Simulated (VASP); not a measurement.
The system is CuO.

```
Cu O
1.0
     2.30558   -1.72961    0.07281
     2.31576    1.74354    0.04815
    -0.70809   -0.03897    5.12907
Cu O
2 2
Direct
  0.01425 0.47965 0.06043
  0.47088 0.15407 0.47412
  0.56927 0.29603 0.26394
  0.44560 0.57025 0.70150
```

Program: VASP 6.6.1. Alike in all runs: task single point; potentials or basis VASP PAW PBE potentials, release 64 (Cu, O); no spin polarisation; cell as given; cutoff (eV) 520; smearing fermi-dirac 0.05 eV.

Q: Order these runs on this cell by their pressure, lowest first.
A. level PBE+U; U Cu d U = 5.0 eV; k mesh 10 × 10 × 5
B. level PBE+U; U Cu d U = 2.0 eV; k mesh 10 × 10 × 5
C. level PBE+U; U Cu d U = 3.0 eV; k mesh 10 × 10 × 5
D. level PBE; k mesh 6 × 6 × 3

A: A (81.5 GPa), C (86.5 GPa), B (89.0 GPa), D (93.6 GPa).

Caveats: some runs use coarse meshes; U without spin polarisation on a metal has little footing (some runs).
